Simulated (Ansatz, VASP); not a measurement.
**Ti3H2 in VASP and in Ansatz**

```xyz
5
Lattice="2.7647 1.5962 2.2857 -2.7647 1.5962 2.2857 0.0000 -3.1923 2.2857" Properties=species:S:1:pos:R:3 pbc="T T T"
Ti    0.0000    1.5962    2.2857
Ti   -1.3823   -0.7981    2.2857
Ti    1.3823   -0.7981    2.2857
H     0.0000    0.0000    0.0000
H     0.0000    0.0000    3.4285
```

Alike in both runs: functional PBE; k mesh 4 × 4 × 4; occupations gaussian, width 0.2 eV; no spin polarisation.

Ansatz relaxed the structure, and its values are those at the end. VASP's run is a single point on that final structure, the one shown.

|  | VASP | Ansatz |
| --- | --- | --- |
| version | VASP 6.6.1 | Ansatz 0.2.0 |
| potentials or method | VASP PAW PBE potentials, release 64 (Ti_sv, H), cutoff 500 eV | scalar-relativistic, plane waves, PAW |
| valence electrons in the cell | 38 | 38 |

Ansatz gave:

- gap on the k mesh at the Fermi level (eV): none
- pressure (GPa): 0.1

Question: What did VASP give for the same quantities?

Answer: gap on the k mesh at the Fermi level (eV): none; pressure (GPa): -0.1.

A gap of «none» marks a metal or a gap that the smearing closes.

The k mesh is coarse, so the values compare programs but aren't converged.
